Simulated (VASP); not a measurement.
# Cu (Fm-3m) in VASP: a series of runs

The runs below take Cu through single point, relaxation of cell and atoms, with PBEsol.

All numbers are computed with VASP 6.6.1; they aren't measurements. Logs are shortened: lines on timing, memory, paths and dates and some standing lists are left out, and cuts for length are marked.

## (1) The cell of the first run

Symmetry: Fm-3m, No. 225, cubic system. The conventional cell has a = 3.564 Å, b = 3.564 Å, c = 3.564 Å, α = 90.00°, β = 90.00°, γ = 90.00°. Within 3.3 Å of Cu (site symmetry m-3m) lie 12 Cu at 2.52 Å.

## (2) Single point, PBEsol

INCAR reads:

```
SYSTEM = Cu
PREC = Accurate ; ENCUT = 520
EDIFF = 1E-7 ; ISMEAR = -1
SIGMA = 0.08 ; LREAL = .False.
LASPH = .True. ; NELM = 100
ALGO = Normal ; ISIF = 2
LWAVE = .False. ; LCHARG = .False.
GGA = PS ; NBANDS = 12
```

KPOINTS reads:

```
regular mesh
0
Gamma
  16 16 16
  0 0 0
```

POSCAR reads:

```
Cu
1.0
    0.0000000000      1.7820431219      1.7820431219
    1.7820431219      0.0000000000      1.7820431219
    1.7820431219      1.7820431219      0.0000000000
Cu
1
Direct
    0.0000000000      0.0000000000      0.0000000000
```

Potentials or basis: VASP PAW PBE potentials, release 64 (Cu).

Started as:

```sh
$ cat potpaw_PBE.64/Cu/POTCAR > POTCAR
$ mpirun -np 1 vasp_std > vasp.out
```

OUTCAR:

```text
SYSTEM = Cu
   PREC = Accurate
   ENCUT = 520
   EDIFF = 1E-7
   ISMEAR = -1
   LREAL = .False.
   LASPH = .True.
   NELM = 100
   ISIF = 2
   GGA = PS

 ion  position               nearest neighbor table
   1  0.000  0.000  0.000-

  LATTYP: Found a face centered cubic cell.
 ALAT       =     3.5640862438

  Lattice vectors:

 A1 = (   0.0000000000,   1.7820431219,   1.7820431219)
 A2 = (   1.7820431219,   0.0000000000,   1.7820431219)
 A3 = (   1.7820431219,   1.7820431219,   0.0000000000)

Analysis of symmetry for initial positions (statically):
=====================================================================
 Subroutine PRICEL returns:
 Original cell was already a primitive cell.

 Routine SETGRP: Setting up the symmetry group for a
 face centered cubic supercell.

 Subroutine GETGRP returns: Found 48 space group operations
 (whereof 48 operations were pure point group operations)
 out of a pool of 48 trial point group operations.

The static configuration has the point symmetry O_h .

Analysis of symmetry for dynamics (positions and initial velocities):
=====================================================================
 Subroutine PRICEL returns:
 Original cell was already a primitive cell.

 Routine SETGRP: Setting up the symmetry group for a
 face centered cubic supercell.

 Subroutine GETGRP returns: Found 48 space group operations
 (whereof 48 operations were pure point group operations)
 out of a pool of 48 trial point group operations.

The dynamic configuration has the point symmetry O_h .

 Subroutine INISYM returns: Found 48 space group operations
 (whereof 48 operations are pure point group operations),
 and found     1 'primitive' translations

----------------------------------------------------------------------------------------

                                     Primitive cell

  volume of cell :      11.3184

  direct lattice vectors                    reciprocal lattice vectors
     0.000000000  1.782043122  1.782043122    -0.280576824  0.280576824  0.280576824
     1.782043122  0.000000000  1.782043122     0.280576824 -0.280576824  0.280576824
     1.782043122  1.782043122  0.000000000     0.280576824  0.280576824 -0.280576824

  length of vectors
     2.520189552  2.520189552  2.520189552     0.485973315  0.485973315  0.485973315

  position of ions in fractional coordinates (direct lattice)
     0.000000000  0.000000000  0.000000000

  ion indices of the primitive-cell ions
   primitive index   ion index
                 1           1

----------------------------------------------------------------------------------------

 KPOINTS: regular mesh

Automatic generation of k-mesh.
 Grid dimensions read from file:
 generate k-points for:   16   16   16

 Generating k-lattice:

  Cartesian coordinates                     Fractional coordinates (reciprocal lattice)
    -0.017536052  0.017536052  0.017536052     0.062500000  0.000000000  0.000000000
     0.017536052 -0.017536052  0.017536052     0.000000000  0.062500000  0.000000000
     0.017536052  0.017536052 -0.017536052     0.000000000  0.000000000  0.062500000

  Length of vectors
     0.030373332  0.030373332  0.030373332

  Shift w.r.t. Gamma in fractional coordinates (k-lattice)
     0.000000000  0.000000000  0.000000000

 Subroutine IBZKPT returns following result:
 ===========================================

 Found    145 irreducible k-points:

 Following reciprocal coordinates:
            Coordinates               Weight
  0.000000  0.000000  0.000000      1.000000
  0.062500  0.000000  0.000000      8.000000
  0.125000  0.000000  0.000000      8.000000
  0.187500  0.000000  0.000000      8.000000
  0.250000  0.000000  0.000000      8.000000
  0.312500  0.000000  0.000000      8.000000
[... 16 lines left out ...]
 -0.125000  0.062500  0.000000     24.000000
 -0.062500  0.062500  0.000000     12.000000
 [... further k-points ...]
   k-points           NKPTS =    145   k-points in BZ     NKDIM =    145   number of bands    NBANDS=     12
   number of dos      NEDOS =    301   number of ions     NIONS =      1
   total plane-waves  NPLWV =   8000
   dimension x,y,z NGX =    20 NGY =   20 NGZ =   20
   dimension x,y,z NGXF=    40 NGYF=   40 NGZF=   40
   ions per type =               1
   NGX,Y,Z   is equivalent  to a cutoff of  13.19, 13.19, 13.19 a.u.
   NGXF,Y,Z  is equivalent  to a cutoff of  26.39, 26.39, 26.39 a.u.
 SYSTEM =  Cu
   PREC   = accura    normal or accurate (medium, high low for compatibility)
   ISTART =      0    job   : 0-new  1-cont  2-samecut
   ICHARG =      2    charge: 1-file 2-atom 10-const
   ISPIN  =      1    spin polarized calculation?
   LNONCOLLINEAR =      F non collinear calculations
   LSORBIT =      F    spin-orbit coupling
   LASPH  =      T    aspherical Exc in radial PAW
   ENCUT  =  520.0 eV  38.22 Ry    6.18 a.u.   4.69  4.69  4.69*2*pi/ulx,y,z
   NELM   =    100;   NELMIN=  2; NELMDL= -5     # of ELM steps
   EDIFF  = 0.1E-06   stopping-criterion for ELM
   LREAL  =      F    real-space projection
   EDIFFG = 0.1E-05   stopping-criterion for IOM
   NSW    =      0    number of steps for IOM
   IBRION =     -1    ionic relax: 0-MD 1-quasi-New 2-CG
   NFREE  =      0    steps in history (QN), initial steepest desc. (CG)
   ISIF   =      2    stress and relaxation
   ISYM   =      2    0-nonsym 1-usesym 2-fastsym
   POTIM  = 0.5000    time-step for ionic-motion
   TEBEG  =    0.0;   TEEND  =   0.0 temperature during run
   PSTRESS=    0.0 pullay stress
   NELECT =      11.0000    total number of electrons
   NUPDOWN=      -1.0000    fix difference up-down
   EMIN   =  10.00;   EMAX   =-10.00  energy-range for DOS
   EFERMI =   0.00;   METHOD = LEGACY
   ISMEAR =    -1;   SIGMA  =   0.08  broadening in eV -4-tet -1-fermi 0-gaus
   EFERMI_NEDOS =   21; number of points for ismear=-14 and -15
   IALGO  =     38    algorithm
   IMIX   =      4    mixing-type and parameters
     AMIX     =   0.40;   BMIX     =  1.00
     AMIX_MAG =   1.60;   BMIX_MAG =  1.00
  volume/ion in A,a.u.               =      11.32        76.38
  Fermi-wavevector in a.u.,A,eV,Ry     =   1.621602  3.064383 35.777771  2.629592
  Thomas-Fermi vector in A             =   2.715351
   LORBIT       =      0    0 simple, 1 ext, 2 COOP (PROOUT), +10 PAW based schemes
   GGA     = PS    functional components
   LHFCALC =     F    Hartree Fock is set to
   AEXX    =    0.0000 exact exchange contribution
   IVDW    =     0    specifies the selected vdW correction
   LEPSILON=     F    determine dielectric tensor
   LRPA    =     F    only Hartree local field effects (RPA)
 non-spin polarized calculation
  energy-cutoff  :      520.00
  volume of cell :       11.32
 maximum number of plane-waves:       316
   NGX =  9   NGY =  9   NGZ =  9

 number of electron      11.0000013 magnetization

 Free energy of the ion-electron system (eV)
  ---------------------------------------------------
  ext. energy  EPLUGINS =         0.00000000
  ---------------------------------------------------
  free energy    TOTEN  =        -4.31153041 eV

  energy without entropy =       -4.30503140  energy(sigma->0) =       -4.30828091

 E-fermi :   7.9107     XC(G=0): -13.1579

 val. band max:        7.8867665605   @ k =   0.5000   0.1875   0.0625
 cond. band min:       7.9614652869   @ k =   0.5000   0.3125   0.1250
 fundamental gap:      0.0746987264
 Fermi energy:         7.9106773195

 k-point     1 :       0.0000    0.0000    0.0000
  band No.  band energies     occupation
      1      -1.7810      2.00000
      2       4.7788      2.00000
      3       4.7788      2.00000
      4       4.7788      2.00000
      5       5.6675      2.00000
      6       5.6675      2.00000
      7      30.8607      0.00000
      8      33.8077      0.00000
      9      33.8077      0.00000
     10      33.8077      0.00000
     11      36.3260      0.00000
     12      36.3260      0.00000

 k-point     2 :       0.0625    0.0000    0.0000
  band No.  band energies     occupation
      1      -1.6342      2.00000
      2       4.7461      2.00000
      3       4.8075      2.00000
      4       4.8075      2.00000
      5       5.6560      2.00000
      6       5.6560      2.00000
      7      30.0580      0.00000
      8      32.1981      0.00000
      9      33.3577      0.00000
     10      33.3577      0.00000
     11      36.9756      0.00000
     12      36.9756      0.00000

 k-point     3 :       0.1250    0.0000    0.0000
  band No.  band energies     occupation
      1      -1.2005      2.00000
      2       4.6597      2.00000
      3       4.8787      2.00000
      4       4.8787      2.00000
      5       5.6357      2.00000
      6       5.6357      2.00000
      7      27.1817      0.00000
      8      31.5834      0.00000
      9      32.5913      0.00000
     10      32.5913      0.00000
     11      38.2054      0.00000
     12      38.2202      0.00000
[... 286 lines left out ...]
 k-point    23 :      -0.1250    0.0625    0.0000
  band No.  band energies     occupation
      1      -0.8696      2.00000
      2       4.5840      2.00000
      3       4.9326      2.00000
      4       4.9338      2.00000
      5       5.5417      2.00000
      6       5.7176      2.00000
      7      26.1734      0.00000
      8      28.9225      0.00000
      9      32.8673      0.00000
     10      34.3240      0.00000
     11      36.6061      0.00000
     12      37.3355      0.00000

 k-point    24 :      -0.0625    0.0625    0.0000
  band No.  band energies     occupation
      1      -1.3918      2.00000
      2       4.6863      2.00000
      3       4.8491      2.00000
      4       4.8633      2.00000
      5       5.5994      2.00000
      6       5.6815      2.00000
      7      28.9874      0.00000
      8      30.2151      0.00000
      9      32.7800      0.00000
     10      34.3607      0.00000
     11      36.5175      0.00000
     12      37.1246      0.00000

 [... further k-points ...]
[... 5 lines left out ...]
  --------------------------------------------------------------------------------------
  -------------------------------------------------------------------------------------
  Total        0.0519447      0.0519447      0.0519447      0.0000000      0.0000000      0.0000000
  in kB        7.3530513      7.3530513      7.3530513      0.0000000      0.0000000      0.0000000
  external PRESSURE =       7.3530513 kB  Pullay stress =       0.0000000 kB

 VOLUME and BASIS-vectors are now :
 -----------------------------------------------------------------------------
  energy-cutoff  :      520.00
  volume of cell :       11.32
      direct lattice vectors                 reciprocal lattice vectors
     0.000000000  1.782043122  1.782043122    -0.280576824  0.280576824  0.280576824
     1.782043122  0.000000000  1.782043122     0.280576824 -0.280576824  0.280576824
     1.782043122  1.782043122  0.000000000     0.280576824  0.280576824 -0.280576824

 POSITION                                       TOTAL-FORCE (eV/Angst)
 -----------------------------------------------------------------------------------
      0.00000      0.00000      0.00000         0.000000     -0.000000      0.000000
 -----------------------------------------------------------------------------------
    total drift:                               -0.000000     -0.000000     -0.000000

  FREE ENERGIE OF THE ION-ELECTRON SYSTEM (eV)
  ---------------------------------------------------
  free  energy   TOTEN  =        -4.3115304063 eV

  energy  without entropy=       -4.3050314046  energy(sigma->0) =       -4.30828091
```

Run time: 15 s. Hardware: 1 thread of AMD EPYC 7R13 (Zen 3), shared host; peak memory 0.1 GiB.

Results:

```
Free energy : -4.3115 eV
Pressure    : 0.7 GPa
```

Levels at points of the mesh, in eV from the Fermi level:
| k point | band 2 | band 3 | band 4 | band 5 | band 6 | band 7 | band 8 | band 9 | band 10 | band 11 |
| --- | --- | --- | --- | --- | --- | --- | --- | --- | --- | --- |
| (0.00, 0.00, 0.00) | -3.13 | -3.13 | -3.13 | -2.24 | -2.24 | 22.95 | 25.90 | 25.90 | 25.90 | 28.42 |
| (0.50, 0.00, 0.00) | -3.17 | -3.17 | -1.64 | -1.64 | -1.14 | 3.98 | 21.42 | 22.71 | 22.71 | 25.68 |
| (0.50, 0.50, 0.00) | -4.63 | -1.65 | -1.49 | -1.49 | 1.45 | 7.43 | 13.39 | 13.39 | 18.02 | 20.98 |

Caveat: the PAW data sets were made with another functional, which shifts forces and pressure a little.

[end of part 1 of 2]
